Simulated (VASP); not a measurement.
# Na (Fm-3m) in VASP: further runs

The runs below take Na through relaxation of cell and atoms, with PBEsol.

Everything below comes from runs of VASP 6.6.1. Logs are shortened: lines on timing, memory, paths and dates and some standing lists are left out, and cuts for length are marked.

### Step 1. The cell of the first run

The structure is cubic, space group Fm-3m (No. 225). Conventional cell: a = 2.937 Å, b = 2.937 Å, c = 2.937 Å, α = 90.00°, β = 90.00°, γ = 90.00°. Within 2.7 Å of Na (site symmetry m-3m) lie 12 Na at 2.08 Å.

This isn't the form of Na at room conditions, which is bcc.

### Step 2. Relaxation of cell and atoms, PBEsol, target pressure 400 GPa, at which the enthalpy is minimised

INCAR reads:

```
PREC = Accurate
ENCUT = 500
EDIFF = 1E-7
ISMEAR = 0
SIGMA = 0.1
LREAL = F
LASPH = T
NELM = 120
ALGO = Normal
ISIF = 3
LWAVE = F
LCHARG = F
GGA = PS
IBRION = 2
NSW = 70
EDIFFG = -0.004
PSTRESS = 4000.0
GGA_COMPAT = F
NELMIN = 4
```

KPOINTS reads:

```
Automatic mesh
0
Gamma
  22 22 22
```

POSCAR reads:

```
Na
1.0
    0.0000000000      1.4682824472      1.4682824472
    1.4682824472      0.0000000000      1.4682824472
    1.4682824472      1.4682824472      0.0000000000
Na
1
Direct
    0.0000000000      0.0000000000      0.0000000000
```

Potentials or basis: VASP PAW PBE potentials, release 64 (Na_pv).

On the command line:

```console
cat potpaw_PBE.64/Na_pv/POTCAR > POTCAR
mpirun -np 1 vasp_std > vasp.out
```

OUTCAR:

```text
PREC = Accurate
   ENCUT = 500
   EDIFF = 1E-7
   ISMEAR = 0
   LREAL = F
   LASPH = T
   NELM = 120
   ISIF = 3
   GGA = PS
   IBRION = 2
   NSW = 70
   EDIFFG = -0.004
   PSTRESS = 4000.0
   NELMIN = 4

 ion  position               nearest neighbor table
   1  0.000  0.000  0.000-

  LATTYP: Found a face centered cubic cell.
 ALAT       =     2.9365648944

  Lattice vectors:

 A1 = (   0.0000000000,   1.4682824472,   1.4682824472)
 A2 = (   1.4682824472,   0.0000000000,   1.4682824472)
 A3 = (   1.4682824472,   1.4682824472,   0.0000000000)

Analysis of symmetry for initial positions (statically):
=====================================================================
 Subroutine PRICEL returns:
 Original cell was already a primitive cell.

 Routine SETGRP: Setting up the symmetry group for a
 face centered cubic supercell.

 Subroutine GETGRP returns: Found 48 space group operations
 (whereof 48 operations were pure point group operations)
 out of a pool of 48 trial point group operations.

The static configuration has the point symmetry O_h .

Analysis of symmetry for dynamics (positions and initial velocities):
=====================================================================
 Subroutine PRICEL returns:
 Original cell was already a primitive cell.

 Routine SETGRP: Setting up the symmetry group for a
 face centered cubic supercell.

 Subroutine GETGRP returns: Found 48 space group operations
 (whereof 48 operations were pure point group operations)
 out of a pool of 48 trial point group operations.

The dynamic configuration has the point symmetry O_h .

 Subroutine INISYM returns: Found 48 space group operations
 (whereof 48 operations are pure point group operations),
 and found     1 'primitive' translations

----------------------------------------------------------------------------------------

                                     Primitive cell

  volume of cell :       6.3308

  direct lattice vectors                    reciprocal lattice vectors
     0.000000000  1.468282447  1.468282447    -0.340533935  0.340533935  0.340533935
     1.468282447  0.000000000  1.468282447     0.340533935 -0.340533935  0.340533935
     1.468282447  1.468282447  0.000000000     0.340533935  0.340533935 -0.340533935

  length of vectors
     2.076464950  2.076464950  2.076464950     0.589822078  0.589822078  0.589822078

  position of ions in fractional coordinates (direct lattice)
     0.000000000  0.000000000  0.000000000

  ion indices of the primitive-cell ions
   primitive index   ion index
                 1           1

----------------------------------------------------------------------------------------

 KPOINTS: Automatic mesh

Automatic generation of k-mesh.
 Grid dimensions read from file:
 generate k-points for:   22   22   22

 Generating k-lattice:

  Cartesian coordinates                     Fractional coordinates (reciprocal lattice)
    -0.015478815  0.015478815  0.015478815     0.045454545  0.000000000  0.000000000
     0.015478815 -0.015478815  0.015478815     0.000000000  0.045454545  0.000000000
     0.015478815  0.015478815 -0.015478815     0.000000000  0.000000000  0.045454545

  Length of vectors
     0.026810094  0.026810094  0.026810094

  Shift w.r.t. Gamma in fractional coordinates (k-lattice)
     0.000000000  0.000000000  0.000000000

 Subroutine IBZKPT returns following result:
 ===========================================

 Found    328 irreducible k-points:

 Following reciprocal coordinates:
            Coordinates               Weight
  0.000000  0.000000  0.000000      1.000000
  0.045455  0.000000  0.000000      8.000000
  0.090909  0.000000  0.000000      8.000000
  0.136364  0.000000  0.000000      8.000000
  0.181818  0.000000  0.000000      8.000000
  0.227273  0.000000  0.000000      8.000000
[... 16 lines left out ...]
  0.500000  0.045455  0.000000     24.000000
 -0.454545  0.045455  0.000000     24.000000
 [... further k-points ...]
   k-points           NKPTS =    328   k-points in BZ     NKDIM =    328   number of bands    NBANDS=      7
   number of dos      NEDOS =    301   number of ions     NIONS =      1
   total plane-waves  NPLWV =   4096
   dimension x,y,z NGX =    16 NGY =   16 NGZ =   16
   dimension x,y,z NGXF=    32 NGYF=   32 NGZF=   32
   ions per type =               1
   NGX,Y,Z   is equivalent  to a cutoff of  12.81, 12.81, 12.81 a.u.
   NGXF,Y,Z  is equivalent  to a cutoff of  25.62, 25.62, 25.62 a.u.
 SYSTEM =  unknown system
   PREC   = accura    normal or accurate (medium, high low for compatibility)
   ISTART =      0    job   : 0-new  1-cont  2-samecut
   ICHARG =      2    charge: 1-file 2-atom 10-const
   ISPIN  =      1    spin polarized calculation?
   LNONCOLLINEAR =      F non collinear calculations
   LSORBIT =      F    spin-orbit coupling
   LASPH  =      T    aspherical Exc in radial PAW
   ENCUT  =  500.0 eV  36.75 Ry    6.06 a.u.   3.79  3.79  3.79*2*pi/ulx,y,z
   NELM   =    120;   NELMIN=  4; NELMDL= -5     # of ELM steps
   EDIFF  = 0.1E-06   stopping-criterion for ELM
   LREAL  =      F    real-space projection
   EDIFFG = -.4E-02   stopping-criterion for IOM
   NSW    =     70    number of steps for IOM
   IBRION =      2    ionic relax: 0-MD 1-quasi-New 2-CG
   NFREE  =      1    steps in history (QN), initial steepest desc. (CG)
   ISIF   =      3    stress and relaxation
   ISYM   =      2    0-nonsym 1-usesym 2-fastsym
   POTIM  = 0.5000    time-step for ionic-motion
   TEBEG  =    0.0;   TEEND  =   0.0 temperature during run
   PSTRESS= 4000.0 pullay stress
   NELECT =       7.0000    total number of electrons
   NUPDOWN=      -1.0000    fix difference up-down
   EMIN   =  10.00;   EMAX   =-10.00  energy-range for DOS
   EFERMI =   0.00;   METHOD = LEGACY
   ISMEAR =     0;   SIGMA  =   0.10  broadening in eV -4-tet -1-fermi 0-gaus
   EFERMI_NEDOS =   21; number of points for ismear=-14 and -15
   IALGO  =     38    algorithm
   IMIX   =      4    mixing-type and parameters
     AMIX     =   0.40;   BMIX     =  1.00
     AMIX_MAG =   1.60;   BMIX_MAG =  1.00
  volume/ion in A,a.u.               =       6.33        42.72
  Fermi-wavevector in a.u.,A,eV,Ry     =   1.692861  3.199043 38.991271  2.865778
  Thomas-Fermi vector in A             =   2.774371
   LORBIT       =      0    0 simple, 1 ext, 2 COOP (PROOUT), +10 PAW based schemes
   GGA     = PS    functional components
   LHFCALC =     F    Hartree Fock is set to
   AEXX    =    0.0000 exact exchange contribution
   IVDW    =     0    specifies the selected vdW correction
   LEPSILON=     F    determine dielectric tensor
   LRPA    =     F    only Hartree local field effects (RPA)
 conjugate gradient relaxation of ions
 non-spin polarized calculation
 Gauss-broadening in eV      SIGMA  =   0.10
  energy-cutoff  :      500.00
  volume of cell :        6.33
 maximum number of plane-waves:       170
   NGX =  7   NGY =  7   NGZ =  7

--------------------------------------- Ionic step        1  -------------------------------------------

 number of electron       7.0000005 magnetization

 Free energy of the ion-electron system (eV)
  ---------------------------------------------------
  ext. energy  EPLUGINS =         0.00000000
  ---------------------------------------------------
  free energy    TOTEN  =         7.03887784 eV

  energy without entropy =        7.03986452  energy(sigma->0) =        7.03937118

------------------------ aborting loop because EDIFF is reached ----------------------------------------

  FORCE on cell =-STRESS in cart. coord.  units (eV):
  Direction    XX          YY          ZZ          XY          YZ          ZX
  --------------------------------------------------------------------------------------
  -------------------------------------------------------------------------------------
  Total       15.9813555     15.9813555     15.9813555      0.0000000     -0.0000000      0.0000000
  in kB     4044.5050139   4044.5050139   4044.5050139      0.0000000     -0.0000000      0.0000000
  external PRESSURE =      44.5050139 kB  Pullay stress =    4000.0000000 kB
[... 59 lines left out ...]
  enthalpy is  TOTEN    =        22.8531653081 eV   P V=       16.2111921089

--------------------------------------- Ionic step        3  -------------------------------------------

 number of electron       7.0000007 magnetization

 Free energy of the ion-electron system (eV)
  ---------------------------------------------------
  ext. energy  EPLUGINS =         0.00000000
  ---------------------------------------------------
  free energy    TOTEN  =         6.97054918 eV

  energy without entropy =        6.97154659  energy(sigma->0) =        6.97104789

 E-fermi :  16.4340     XC(G=0): -13.9619

 val. band max:       16.4275137522   @ k =  -0.2727   0.2727   0.0000
 cond. band min:      16.4807209194   @ k =  -0.2727   0.2727   0.0455
 fundamental gap:      0.0532071673
 Fermi energy:        16.4339643320

 k-point     1 :       0.0000    0.0000    0.0000
  band No.  band energies     occupation
      1     -12.7587      2.00000
      2     -12.7587      2.00000
      3     -12.7587      2.00000
      4       7.4063      2.00000
      5      40.5101      0.00000
      6      40.5101      0.00000
      7      40.5101      0.00000
[... 221 lines left out ...]
 k-point    24 :      -0.4545    0.0455    0.0000
  band No.  band energies     occupation
      1     -17.0325      2.00000
      2     -13.2303      2.00000
      3     -13.1611      2.00000
      4      17.3593      0.00000
      5      19.3465      0.00000
      6      36.1518      0.00000
      7      37.5661      0.00000

 [... further k-points ...]
[... 5 lines left out ...]
  --------------------------------------------------------------------------------------
  -------------------------------------------------------------------------------------
  Total       15.8724186     15.8724186     15.8724186      0.0000000     -0.0000000      0.0000000
  in kB     3999.7388106   3999.7388106   3999.7388106      0.0000000     -0.0000000      0.0000000
  external PRESSURE =      -0.2611894 kB  Pullay stress =    4000.0000000 kB
[... 16 lines left out ...]
  FREE ENERGIE OF THE ION-ELECTRON SYSTEM (eV)
  ---------------------------------------------------
  free  energy   TOTEN  =         6.9705491799 eV

  energy  without entropy=        6.9715465944  energy(sigma->0) =        6.97104789

  enthalpy is  TOTEN    =        22.8440042699 eV   P V=       15.8734550900

 reached required accuracy - stopping structural energy minimisation
```

It took 33 s on 1 thread of Intel Xeon 8259CL, shared host; peak memory 0.12 GiB.

Results:

- Free energy: 6.9705 eV
- Relaxed volume: 6.36 Å³/atom
- Relaxed cell: a = 2.079 Å, b = 2.079 Å, c = 2.079 Å, α = 60.00°, β = 60.00°, γ = 60.00°
- Space group after relaxing (to 0.1 Å): Fm-3m (No. 225)
- Energy change on relaxing (the run minimises the enthalpy): -68.3 meV/atom
- Ionic steps: 3
- Pressure after relaxing: 400.0 GPa
- Band gap on the k mesh: zero (an odd number of electrons rules out a gap without spin polarisation)

The path:
| step | energy change (eV) | largest force (eV/Å) | pressure (GPa) | volume (Å³) |
| --- | --- | --- | --- | --- |
| 1 | 0.0000 | 0.0000 | 404.45 | 6.33 |
| 2 | -0.3969 | 0.0000 | 378.62 | 6.49 |
| 3 | -0.0683 | 0.0000 | 399.97 | 6.36 |

Final structure:
```
Na
1.0
     0.00000    1.47038    1.47038
     1.47038    0.00000    1.47038
     1.47038    1.47038    0.00000
Na
1
Direct
  0.00000 0.00000 0.00000
```

Caveat: the cell is relaxed towards a set pressure, so the run minimises the enthalpy, not the energy; atoms lie so close that the PAW spheres overlap strongly, which falsifies energies and pressures; the PAW data sets were made with another functional, which shifts forces and pressure a little.

### Step 3. Relaxation of cell and atoms, PBEsol, target pressure 300 GPa, at which the enthalpy is minimised

This run uses another cell than the first one, of 7.07 Å³/atom.

INCAR reads:

```
SYSTEM = Na
PREC     = Accurate       ! precision mode
ENCUT    = 500            ! plane-wave cutoff, eV
EDIFF    = 1E-7           ! SCF threshold, eV
ISMEAR   = 0              ! smearing method
SIGMA    = 0.1            ! smearing width, eV
LREAL    = .False.        ! projectors in reciprocal space
LASPH    = .True.         ! aspherical terms in the spheres
NELM     = 120            ! most SCF steps
ALGO     = Normal         ! electronic algorithm
ISIF     = 3              ! what is computed and relaxed
LWAVE    = .False.        ! write WAVECAR
LCHARG   = .False.        ! write CHGCAR
GGA      = PS             ! functional
IBRION   = 2              ! ionic algorithm
NSW      = 70             ! ionic steps
EDIFFG   = -0.004         ! ionic threshold
PSTRESS  = 3000.0       
GGA_COMPAT= .False.      
NELMIN   = 4
```

KPOINTS reads:

```
regular mesh
0
Gamma
  22 22 22
  0 0 0
```

POSCAR reads:

```
Na
1.0
    0.0000000000      1.5234426042      1.5234426042
    1.5234426042      0.0000000000      1.5234426042
    1.5234426042      1.5234426042      0.0000000000
Na
1
Direct
    0.0000000000      0.0000000000      0.0000000000
```

Potentials or basis: VASP PAW PBE potentials, release 64 (Na_pv).

On the command line:

```console
cat potpaw_PBE.64/Na_pv/POTCAR > POTCAR
mpirun -np 1 vasp_std > vasp.out
```

Run time: 30 s. Hardware: 1 thread of Intel Xeon 8259CL, shared host; peak memory 0.12 GiB.

It converged, with:

```
Free energy                                                : 5.3676 eV
Relaxed volume                                             : 7.10 Å³/atom
Relaxed cell                                               : a = 2.157 Å, b = 2.157 Å, c = 2.157 Å, α = 60.00°, β = 60.00°, γ = 60.00°
Space group after relaxing (to 0.1 Å)                      : Fm-3m (No. 225)
Energy change on relaxing (the run minimises the enthalpy) : -50.3 meV/atom
Ionic steps                                                : 3
Pressure after relaxing                                    : 300.0 GPa
Band gap on the k mesh                                     : zero (an odd number of electrons rules out a gap without spin polarisation)
```

The path:
| step | energy change (eV) | largest force (eV/Å) | pressure (GPa) | volume (Å³) |
| --- | --- | --- | --- | --- |
| 1 | 0.0000 | 0.0000 | 303.00 | 7.07 |
| 2 | -0.2513 | 0.0000 | 288.06 | 7.21 |
| 3 | -0.0503 | 0.0000 | 299.99 | 7.10 |

Final structure:
```
Na
1.0
     0.00000    1.52536    1.52536
     1.52536    0.00000    1.52536
     1.52536    1.52536    0.00000
Na
1
Direct
  0.00000 0.00000 0.00000
```

Levels at points of the mesh, in eV from the Fermi level:
```csv
k point,band 2,band 3,band 4,band 5,band 6,band 7
"(0.00, 0.00, 0.00)",-28.36,-28.36,-8.75,23.28,23.28,23.28
"(0.50, 0.00, 0.00)",-28.69,-28.69,1.50,2.00,20.44,20.44
"(0.50, 0.50, 0.00)",-29.38,-29.38,1.30,5.89,8.96,20.90
```

Caveat: the cell is relaxed towards a set pressure, so the run minimises the enthalpy, not the energy; the PAW data sets were made with another functional, which shifts forces and pressure a little.

[end of part 1 of 2]

The gap in the log of VASP goes by the Fermi energy; the results here count the filled bands.